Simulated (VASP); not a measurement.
**CdS: single point with PBE**

The system is CdS.

```
Cd S
1.0
    -0.19566    2.68954    2.68954
     2.68954   -0.19566    2.68954
     2.68954    2.68954   -0.19566
Cd S
1 1
Cartesian
  0.0000 0.0000 0.0000
  2.5917 2.5917 2.5917
```

This cell differs from its parent crystal: epitaxial 111 strain +5.8%.

```
Program                : VASP 6.6.1
Task                   : single point
Functional             : PBE
Potentials or basis    : VASP PAW PBE potentials, release 64 (Cd, S)
Cutoff                 : 520 eV
k mesh                 : 8 × 8 × 8
Occupations            : fermi-dirac, width 0.02 eV
Spin                   : no spin polarisation
Dipole correction      : no
Further INCAR settings : ALGO = Normal; EDIFF = 1e-06; NBANDS = 16
```

```json
{"Pressure": "-2.4 GPa", "Band gap on the k mesh": "0.05 eV (least direct gap 0.73 eV)"}
```

Stress tensor (GPa, compression positive):
```
-2.39  2.03  2.03
 2.03 -2.39  2.03
 2.03  2.03 -2.39
```

Levels at points of the mesh, in eV from the valence-band top:
```csv
k point,band 7,band 8,band 9,band 10,band 11,band 12
"(0.00, 0.00, 0.00)",-1.01,-1.01,-0.33,0.41,8.58,8.58
"(0.50, 0.00, 0.00)",-4.89,-0.17,0.00,3.48,5.71,6.13
"(0.50, 0.50, 0.00)",-4.04,-2.43,-1.68,0.05,6.04,8.90
"(0.50, 0.50, 0.50)",-4.30,-0.40,-0.40,2.83,5.05,5.05
```

Wall time 61 s on 1 thread of AMD EPYC 7R13, on a shared host, peak memory 0.16 GiB.

Caveat: the cell differs from its parent crystal (epitaxial 111 strain +5.8%). A k mesh can miss the band edges.
